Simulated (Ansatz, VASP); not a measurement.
## Two plane-wave programs on Cu3Mo

```
Cu Mo
1.0
     2.63872    0.00000    0.00000
    -1.31936    2.28520    0.00000
     0.00000    0.00000    8.69758
Cu Mo
3 1
Direct
  0.00000 0.00000 0.00000
  0.66667 0.33333 0.76089
  0.66667 0.33333 0.23911
  0.00000 0.00000 0.50000
```

Change from the starting cell: species swapped into the Co3Ir type (P-6m2, No. 187).

Alike in both runs: functional PBE; k mesh 6 × 6 × 2; occupations gaussian, width 0.1 eV; no spin polarisation.

Ansatz relaxed the structure, and its values are those at the end. VASP's run is a single point on that final structure, the one shown.

```csv
,VASP,Ansatz
version,VASP 6.6.1,Ansatz 0.2.0
potentials or method,"VASP PAW PBE potentials, release 64 (Cu, Mo_sv), cutoff 520 eV","scalar-relativistic, plane waves, PAW"
valence electrons in the cell,47,71
```

```tsv
	VASP	Ansatz	Ansatz less VASP
gap on the k mesh at the Fermi level (eV)	none	none	-
pressure (GPa)	0.9	0.2	-0.63
```

A gap of «none» marks a metal or a gap that the smearing closes. The functional is the same, so the differences come from potentials, cutoffs and numerics. VASP's potentials hold 47 valence electrons a cell and Ansatz's 71, so a difference there can come from the potentials and not from the codes.

The k mesh is coarse, so the values compare programs but aren't converged.
